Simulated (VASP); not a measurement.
# GaP (F-43m) in VASP: further runs

Runs on GaP. Level: r2SCAN. Tasks: single point.

All numbers are computed with VASP 6.6.1; they aren't measurements. Logs are shortened: lines on timing, memory, paths and dates and some standing lists are left out, and cuts for length are marked.

**1. The cell of the first run**

It takes space group F-43m (No. 216, cubic). The conventional cell has a = 5.522 Å, b = 5.522 Å, c = 5.522 Å, α = 90.00°, β = 90.00°, γ = 90.00°. Ga (site symmetry -43m) has 4 P at 2.39 Å within 3.2 Å. P (site symmetry -43m) has 4 Ga at 2.39 Å within 3.2 Å.

**2. Single point, r2SCAN**

Input file POSCAR:

```
GaP
1.0
    0.0000000000      2.7611126653      2.7611126653
    2.7611126653      0.0000000000      2.7611126653
    2.7611126653      2.7611126653      0.0000000000
Ga P
1 1
Direct
    0.0000000000      0.0000000000      0.0000000000
    0.2500000000      0.2500000000      0.2500000000
```

Input file INCAR.step1:

```
  PREC = Accurate
  ENCUT = 520
  ISMEAR = 0
  SIGMA = 0.01
  LREAL = False
  LASPH = True
  NELM = 60
  NBANDS = 16
  GGA = PE
  ALGO = Normal
  EDIFF = 1E-4
  LWAVE = True
  LCHARG = False
```

Input file INCAR.step2:

```
  PREC = Accurate
  ENCUT = 520
  EDIFF = 1E-6
  ISMEAR = 0
  SIGMA = 0.01
  LREAL = False
  LASPH = True
  NELM = 60
  ALGO = Normal
  ISIF = 2
  LWAVE = False
  LCHARG = False
  METAGGA = R2SCAN
  LMIXTAU = True
  NBANDS = 16
  ISTART = 1
```

Input file KPOINTS:

```
regular mesh
0
Gamma
  6 6 6
```

Potentials or basis: VASP PAW PBE potentials, release 64 (Ga_d, P).

The run is started by

```bash
$ cat potpaw_PBE.64/Ga_d/POTCAR potpaw_PBE.64/P/POTCAR > POTCAR
$ cp INCAR.step1 INCAR
$ mpirun -np 1 vasp_std > vasp.out
$ cp INCAR.step2 INCAR
$ mpirun -np 1 vasp_std > vasp.out
```

OUTCAR:

```text
PREC = Accurate
   ENCUT = 520
   EDIFF = 1E-6
   ISMEAR = 0
   LREAL = False
   LASPH = True
   NELM = 60
   ISIF = 2
   METAGGA = R2SCAN
   ISTART = 1

 ion  position               nearest neighbor table
   1  0.000  0.000  0.000-   2 2.39   2 2.39   2 2.39   2 2.39
   2  0.250  0.250  0.250-   1 2.39   1 2.39   1 2.39   1 2.39

  LATTYP: Found a face centered cubic cell.
 ALAT       =     5.5222253306

  Lattice vectors:

 A1 = (   0.0000000000,   2.7611126653,   2.7611126653)
 A2 = (   2.7611126653,   0.0000000000,   2.7611126653)
 A3 = (   2.7611126653,   2.7611126653,   0.0000000000)

Analysis of symmetry for initial positions (statically):
=====================================================================
 Subroutine PRICEL returns:
 Original cell was already a primitive cell.

 Routine SETGRP: Setting up the symmetry group for a
 face centered cubic supercell.

 Subroutine GETGRP returns: Found 24 space group operations
 (whereof 24 operations were pure point group operations)
 out of a pool of 48 trial point group operations.

The static configuration has the point symmetry T_d .

Analysis of symmetry for dynamics (positions and initial velocities):
=====================================================================
 Subroutine PRICEL returns:
 Original cell was already a primitive cell.

 Routine SETGRP: Setting up the symmetry group for a
 face centered cubic supercell.

 Subroutine GETGRP returns: Found 24 space group operations
 (whereof 24 operations were pure point group operations)
 out of a pool of 48 trial point group operations.

The dynamic configuration has the point symmetry T_d .

 Subroutine INISYM returns: Found 24 space group operations
 (whereof 24 operations are pure point group operations),
 and found     1 'primitive' translations

----------------------------------------------------------------------------------------

                                     Primitive cell

  volume of cell :      42.1000

  direct lattice vectors                    reciprocal lattice vectors
     0.000000000  2.761112665  2.761112665    -0.181086417  0.181086417  0.181086417
     2.761112665  0.000000000  2.761112665     0.181086417 -0.181086417  0.181086417
     2.761112665  2.761112665  0.000000000     0.181086417  0.181086417 -0.181086417

  length of vectors
     3.904802979  3.904802979  3.904802979     0.313650875  0.313650875  0.313650875

  position of ions in fractional coordinates (direct lattice)
     0.000000000  0.000000000  0.000000000
     0.250000000  0.250000000  0.250000000

  ion indices of the primitive-cell ions
   primitive index   ion index
                 1           1
                 2           2

----------------------------------------------------------------------------------------

 KPOINTS: regular mesh

Automatic generation of k-mesh.
 Grid dimensions read from file:
 generate k-points for:    6    6    6

 Generating k-lattice:

  Cartesian coordinates                     Fractional coordinates (reciprocal lattice)
    -0.030181070  0.030181070  0.030181070     0.166666667  0.000000000  0.000000000
     0.030181070 -0.030181070  0.030181070     0.000000000  0.166666667  0.000000000
     0.030181070  0.030181070 -0.030181070     0.000000000  0.000000000  0.166666667

  Length of vectors
     0.052275146  0.052275146  0.052275146

  Shift w.r.t. Gamma in fractional coordinates (k-lattice)
     0.000000000  0.000000000  0.000000000

 Subroutine IBZKPT returns following result:
 ===========================================

 Found     16 irreducible k-points:

 Following reciprocal coordinates:
            Coordinates               Weight
  0.000000  0.000000  0.000000      1.000000
  0.166667  0.000000  0.000000      8.000000
  0.333333  0.000000  0.000000      8.000000
  0.500000  0.000000  0.000000      4.000000
  0.166667  0.166667  0.000000      6.000000
  0.333333  0.166667  0.000000     24.000000
[... 8 lines left out ...]
 -0.333333  0.333333  0.166667     24.000000
 -0.333333  0.500000  0.166667     12.000000
   k-points           NKPTS =     16   k-points in BZ     NKDIM =     16   number of bands    NBANDS=     16
   number of dos      NEDOS =    301   number of ions     NIONS =      2
   total plane-waves  NPLWV =  27000
   dimension x,y,z NGX =    30 NGY =   30 NGZ =   30
   dimension x,y,z NGXF=    60 NGYF=   60 NGZF=   60
   ions per type =               1   1
   NGX,Y,Z   is equivalent  to a cutoff of  12.77, 12.77, 12.77 a.u.
   NGXF,Y,Z  is equivalent  to a cutoff of  25.54, 25.54, 25.54 a.u.
 SYSTEM =  unknown system
   PREC   = accura    normal or accurate (medium, high low for compatibility)
   ISTART =      1    job   : 0-new  1-cont  2-samecut
   ICHARG =      0    charge: 1-file 2-atom 10-const
   ISPIN  =      1    spin polarized calculation?
   LNONCOLLINEAR =      F non collinear calculations
   LSORBIT =      F    spin-orbit coupling
   LASPH  =      T    aspherical Exc in radial PAW
   ENCUT  =  520.0 eV  38.22 Ry    6.18 a.u.   7.26  7.26  7.26*2*pi/ulx,y,z
   NELM   =     60;   NELMIN=  2; NELMDL=  0     # of ELM steps
   EDIFF  = 0.1E-05   stopping-criterion for ELM
   LREAL  =      F    real-space projection
   EDIFFG = 0.1E-04   stopping-criterion for IOM
   NSW    =      0    number of steps for IOM
   IBRION =     -1    ionic relax: 0-MD 1-quasi-New 2-CG
   NFREE  =      0    steps in history (QN), initial steepest desc. (CG)
   ISIF   =      2    stress and relaxation
   ISYM   =      2    0-nonsym 1-usesym 2-fastsym
   POTIM  = 0.5000    time-step for ionic-motion
   TEBEG  =    0.0;   TEEND  =   0.0 temperature during run
   PSTRESS=    0.0 pullay stress
   NELECT =      18.0000    total number of electrons
   NUPDOWN=      -1.0000    fix difference up-down
   EMIN   =  10.00;   EMAX   =-10.00  energy-range for DOS
   EFERMI =   0.00;   METHOD = LEGACY
   ISMEAR =     0;   SIGMA  =   0.01  broadening in eV -4-tet -1-fermi 0-gaus
   EFERMI_NEDOS =   21; number of points for ismear=-14 and -15
   IALGO  =     38    algorithm
   IMIX   =      4    mixing-type and parameters
     AMIX     =   0.40;   BMIX     =  1.00
     AMIX_MAG =   1.60;   BMIX_MAG =  1.00
  volume/ion in A,a.u.               =      21.05       142.05
  Fermi-wavevector in a.u.,A,eV,Ry     =   1.233308  2.330614 20.695122  1.521049
  Thomas-Fermi vector in A             =   2.368043
   LORBIT       =      0    0 simple, 1 ext, 2 COOP (PROOUT), +10 PAW based schemes
   METAGGA = R2SCAN    functional components
   LHFCALC =     F    Hartree Fock is set to
   AEXX    =    0.0000 exact exchange contribution
   IVDW    =     0    specifies the selected vdW correction
   LEPSILON=     F    determine dielectric tensor
   LRPA    =     F    only Hartree local field effects (RPA)
 non-spin polarized calculation
 Gauss-broadening in eV      SIGMA  =   0.01
  energy-cutoff  :      520.00
  volume of cell :       42.10
 maximum number of plane-waves:      1158
 NGX is ok and might be reduce to    30
   NGX = 15   NGY = 15   NGZ = 15

 number of electron      18.0000007 magnetization

 Free energy of the ion-electron system (eV)
  ---------------------------------------------------
  ext. energy  EPLUGINS =         0.00000000
  ---------------------------------------------------
  free energy    TOTEN  =       -21.43450073 eV

  energy without entropy =      -21.43450073  energy(sigma->0) =      -21.43450073

 E-fermi :   4.1308     XC(G=0): -10.3567

 val. band max:        4.0724042223   @ k =   0.0000   0.0000   0.0000
 cond. band min:       5.9814498638   @ k =   0.5000   0.0000   0.0000
 fundamental gap:      1.9090456415
 Fermi energy:         4.1307951803

 k-point     1 :       0.0000    0.0000    0.0000
  band No.  band energies     occupation
      1     -10.8642      2.00000
      2     -10.8642      2.00000
      3     -10.8642      2.00000
      4     -10.7629      2.00000
      5     -10.7629      2.00000
      6      -8.6519      2.00000
[... 8 lines left out ...]
     15      14.2906      0.00000
     16      14.2906      0.00000

 k-point     2 :       0.1667    0.0000    0.0000
  band No.  band energies     occupation
      1     -10.8863      2.00000
      2     -10.8568      2.00000
      3     -10.8568      2.00000
      4     -10.7627      2.00000
      5     -10.7627      2.00000
      6      -8.2962      2.00000
[... 8 lines left out ...]
     15      13.4895      0.00000
     16      14.6018      0.00000

 k-point     3 :       0.3333    0.0000    0.0000
  band No.  band energies     occupation
      1     -10.9252      2.00000
      2     -10.8445      2.00000
      3     -10.8445      2.00000
      4     -10.7596      2.00000
      5     -10.7596      2.00000
      6      -7.3582      2.00000
[... 8 lines left out ...]
     15      14.1799      0.00000
     16      14.2594      0.00000

 k-point     4 :       0.5000    0.0000    0.0000
  band No.  band energies     occupation
      1     -10.9428      2.00000
      2     -10.8400      2.00000
      3     -10.8400      2.00000
      4     -10.7564      2.00000
      5     -10.7564      2.00000
      6      -6.6211      2.00000
[... 8 lines left out ...]
     15      16.2701      0.00000
     16      16.2701      0.00000

 k-point     5 :       0.1667    0.1667    0.0000
  band No.  band energies     occupation
      1     -10.8997      2.00000
      2     -10.8494      2.00000
      3     -10.8494      2.00000
      4     -10.7694      2.00000
      5     -10.7578      2.00000
      6      -8.1777      2.00000
[... 8 lines left out ...]
     15      14.7390      0.00000
     16      15.3884      0.00000

 k-point     6 :       0.3333    0.1667    0.0000
  band No.  band energies     occupation
      1     -10.9296      2.00000
      2     -10.8386      2.00000
      3     -10.8356      2.00000
      4     -10.7726      2.00000
      5     -10.7537      2.00000
      6      -7.4208      2.00000
[... 8 lines left out ...]
     15      15.2819      0.00000
     16      16.2220      0.00000

 k-point     7 :       0.5000    0.1667    0.0000
  band No.  band energies     occupation
      1     -10.9469      2.00000
      2     -10.8349      2.00000
      3     -10.8297      2.00000
      4     -10.7666      2.00000
      5     -10.7541      2.00000
      6      -6.4764      2.00000
[... 8 lines left out ...]
     15      16.2861      0.00000
     16      16.8653      0.00000

 k-point     8 :      -0.3333    0.1667    0.0000
  band No.  band energies     occupation
      1     -10.9399      2.00000
      2     -10.8367      2.00000
      3     -10.8346      2.00000
      4     -10.7618      2.00000
      5     -10.7599      2.00000
      6      -6.7506      2.00000
[... 8 lines left out ...]
     15      15.3342      0.00000
     16      17.0141      0.00000

 k-point     9 :      -0.1667    0.1667    0.0000
  band No.  band energies     occupation
      1     -10.9128      2.00000
      2     -10.8481      2.00000
      3     -10.8443      2.00000
      4     -10.7660      2.00000
      5     -10.7591      2.00000
      6      -7.7387      2.00000
[... 8 lines left out ...]
     15      14.7822      0.00000
     16      16.1995      0.00000

 k-point    10 :       0.3333    0.3333    0.0000
  band No.  band energies     occupation
      1     -10.9552      2.00000
      2     -10.8187      2.00000
      3     -10.8187      2.00000
      4     -10.7857      2.00000
      5     -10.7476      2.00000
      6      -6.8951      2.00000
[... 8 lines left out ...]
     15      15.9725      0.00000
     16      18.9381      0.00000

 k-point    11 :       0.5000    0.3333    0.0000
  band No.  band energies     occupation
      1     -10.9659      2.00000
      2     -10.8157      2.00000
      3     -10.8109      2.00000
      4     -10.7851      2.00000
      5     -10.7473      2.00000
      6      -6.0623      2.00000
[... 8 lines left out ...]
     15      16.5112      0.00000
     16      17.8223      0.00000

 k-point    12 :      -0.3333    0.3333    0.0000
  band No.  band energies     occupation
      1     -10.9560      2.00000
      2     -10.8263      2.00000
      3     -10.8174      2.00000
      4     -10.7726      2.00000
      5     -10.7561      2.00000
      6      -5.9716      2.00000
[... 8 lines left out ...]
     15      14.1181      0.00000
     16      19.6328      0.00000

 k-point    13 :       0.5000    0.5000    0.0000
  band No.  band energies     occupation
      1     -10.9783      2.00000
      2     -10.8028      2.00000
      3     -10.8028      2.00000
      4     -10.7946      2.00000
      5     -10.7425      2.00000
      6      -5.7390      2.00000
[... 8 lines left out ...]
     15      17.0207      0.00000
     16      17.5675      0.00000

 k-point    14 :       0.5000    0.3333    0.1667
  band No.  band energies     occupation
      1     -10.9491      2.00000
      2     -10.8308      2.00000
      3     -10.8211      2.00000
      4     -10.7754      2.00000
      5     -10.7527      2.00000
      6      -6.5928      2.00000
[... 8 lines left out ...]
     15      16.3446      0.00000
     16      17.8650      0.00000

 k-point    15 :      -0.3333    0.3333    0.1667
  band No.  band energies     occupation
      1     -10.9555      2.00000
      2     -10.8303      2.00000
      3     -10.8145      2.00000
      4     -10.7725      2.00000
      5     -10.7555      2.00000
      6      -5.9697      2.00000
[... 8 lines left out ...]
     15      17.0425      0.00000
     16      17.3544      0.00000

 k-point    16 :      -0.3333    0.5000    0.1667
  band No.  band energies     occupation
      1     -10.9658      2.00000
      2     -10.8202      2.00000
      3     -10.8062      2.00000
      4     -10.7821      2.00000
      5     -10.7503      2.00000
      6      -5.6785      2.00000
[... 8 lines left out ...]
     15      16.4647      0.00000
     16      18.1923      0.00000

------------------------ aborting loop because EDIFF is reached ----------------------------------------

  FORCE on cell =-STRESS in cart. coord.  units (eV):
  Direction    XX          YY          ZZ          XY          YZ          ZX
  --------------------------------------------------------------------------------------
  -------------------------------------------------------------------------------------
  Total       -0.8359229     -0.8359229     -0.8359229      0.0000000      0.0000000     -0.0000000
  in kB      -31.8122519    -31.8122519    -31.8122519      0.0000000      0.0000000     -0.0000000
  external PRESSURE =     -31.8122519 kB  Pullay stress =       0.0000000 kB

 VOLUME and BASIS-vectors are now :
 -----------------------------------------------------------------------------
  energy-cutoff  :      520.00
  volume of cell :       42.10
      direct lattice vectors                 reciprocal lattice vectors
     0.000000000  2.761112665  2.761112665    -0.181086417  0.181086417  0.181086417
     2.761112665  0.000000000  2.761112665     0.181086417 -0.181086417  0.181086417
     2.761112665  2.761112665  0.000000000     0.181086417  0.181086417 -0.181086417

 POSITION                                       TOTAL-FORCE (eV/Angst)
 -----------------------------------------------------------------------------------
      0.00000      0.00000      0.00000         0.000000      0.000000     -0.000000
      1.38056      1.38056      1.38056        -0.000000     -0.000000      0.000000
 -----------------------------------------------------------------------------------
    total drift:                                0.000005      0.000005      0.000005

  FREE ENERGIE OF THE ION-ELECTRON SYSTEM (eV)
  ---------------------------------------------------
  free  energy   TOTEN  =       -21.4345007306 eV

  energy  without entropy=      -21.4345007306  energy(sigma->0) =      -21.43450073
```

It took 38 s on 1 thread of Intel Xeon Platinum 8375C at 2.90GHz (Ice Lake), shared host; peak memory 0.17 GiB.

What came out:

```
Free energy            : -21.4345 eV
Pressure               : -3.2 GPa
Band gap on the k mesh : 1.91 eV, indirect (least direct gap 2.00 eV)
```

Caveat: the PAW data sets were made with another functional, which shifts forces and pressure a little. A k mesh can miss the band edges.

**3. Single point, r2SCAN**

This run uses another cell than the first one, of 21.45 Å³/atom, 1.019 times its volume.

Input file POSCAR:

```
GaP
1.0
    0.0000000000      2.7786998443      2.7786998443
    2.7786998443      0.0000000000      2.7786998443
    2.7786998443      2.7786998443      0.0000000000
Ga P
1 1
Direct
    0.0000000000      0.0000000000      0.0000000000
    0.2500000000      0.2500000000      0.2500000000
```

Input file INCAR.step1:

```
SYSTEM = GaP
ALGO     = Normal         ! electronic algorithm
EDIFF    = 1E-4           ! SCF threshold, eV
ENCUT    = 520            ! plane-wave cutoff, eV
GGA      = PE             ! functional
ISMEAR   = 0              ! smearing method
LASPH    = .TRUE.         ! aspherical terms in the spheres
LCHARG   = .FALSE.        ! write CHGCAR
LREAL    = .FALSE.        ! projectors in reciprocal space
LWAVE    = .TRUE.         ! write WAVECAR
NBANDS   = 16             ! bands
NELM     = 80             ! most SCF steps
PREC     = Accurate       ! precision mode
SIGMA    = 0.01           ! smearing width, eV
```

Input file INCAR.step2:

```
SYSTEM = GaP
ALGO     = Normal         ! electronic algorithm
EDIFF    = 1E-6           ! SCF threshold, eV
ENCUT    = 520            ! plane-wave cutoff, eV
ISIF     = 2              ! what is computed and relaxed
ISMEAR   = 0              ! smearing method
ISTART   = 1            
LASPH    = .TRUE.         ! aspherical terms in the spheres
LCHARG   = .TRUE.         ! write CHGCAR
LELF     = .TRUE.         ! ELF
LMIXTAU  = .TRUE.       
LREAL    = .FALSE.        ! projectors in reciprocal space
LVHAR    = .TRUE.       
LWAVE    = .FALSE.        ! write WAVECAR
METAGGA  = R2SCAN         ! meta-GGA
NBANDS   = 16             ! bands
NELM     = 80             ! most SCF steps
PREC     = Accurate       ! precision mode
SIGMA    = 0.01           ! smearing width, eV
```

Input file KPOINTS:

```
k-points
0
G
  6 6 6
  0 0 0
```

Potentials or basis: VASP PAW PBE potentials, release 64 (Ga_d, P).

The run is started by

```bash
$ cat potpaw_PBE.64/Ga_d/POTCAR potpaw_PBE.64/P/POTCAR > POTCAR
$ cp INCAR.step1 INCAR
$ mpirun -np 1 vasp_std > vasp.out
$ cp INCAR.step2 INCAR
$ mpirun -np 1 vasp_std > vasp.out
```

Run time: 36 s. Hardware: 1 thread of Intel Xeon Platinum 8375C at 2.90GHz (Ice Lake), shared host; peak memory 0.17 GiB.

Results (log left out):

```yaml
Free_energy: -21.4151 eV
Pressure: -4.5 GPa
Band_gap_on_the_k_mesh: 1.84 eV, direct
```

Levels at points of the mesh, in eV from the valence-band top:
| k point | band 7 | band 8 | band 9 | band 10 | band 11 | band 12 |
| --- | --- | --- | --- | --- | --- | --- |
| (0.00, 0.00, 0.00) | 0.00 | 0.00 | 0.00 | 1.84 | 4.20 | 4.20 |
| (0.50, 0.00, 0.00) | -6.52 | -1.08 | -1.08 | 1.85 | 5.06 | 5.06 |
| (0.50, 0.50, 0.00) | -6.68 | -2.60 | -2.60 | 2.02 | 2.14 | 10.89 |

Caveat: the PAW data sets were made with another functional, which shifts forces and pressure a little. A k mesh can miss the band edges.
